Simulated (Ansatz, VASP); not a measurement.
**CoPdO2: VASP beside Ansatz**

```
CELL_PARAMETERS angstrom
1.40748 0.81261 5.87392
-1.40748 0.81261 5.87392
0.00000 -1.62522 5.87392
ATOMIC_POSITIONS crystal
Co 0.50000 0.50000 0.50000
Pd 0.00000 0.00000 0.00000
O 0.88742 0.88742 0.88742
O 0.11258 0.11258 0.11258
```

Alike in both runs: functional PBEsol; k mesh 18 × 18 × 18; occupations gaussian, width 0.1 eV; no spin polarisation.

Ansatz relaxed the structure, and its values are those at the end. VASP's run is a single point on that final structure, the one shown.

|  | VASP | Ansatz |
| --- | --- | --- |
| version | VASP 6.6.1 | Ansatz 0.2.0 |
| potentials or method | VASP PAW PBE potentials, release 64 (Co, Pd, O), cutoff 600 eV | scalar-relativistic, plane waves, PAW |
| valence electrons in the cell | 31 | 47 |

```csv
,VASP,Ansatz,Ansatz less VASP
gap on the k mesh at the Fermi level (eV),none,none,-
pressure (GPa),-0.3,0.0,+0.32
rms of the force components (eV/Å),0.018,0.000,-0.0181
```

VASP's potentials were made for PBE, not for PBEsol. A gap of «none» marks a metal or a gap that the smearing closes. VASP's potentials hold 31 valence electrons a cell and Ansatz's 47, so a difference there can come from the potentials and not from the codes.
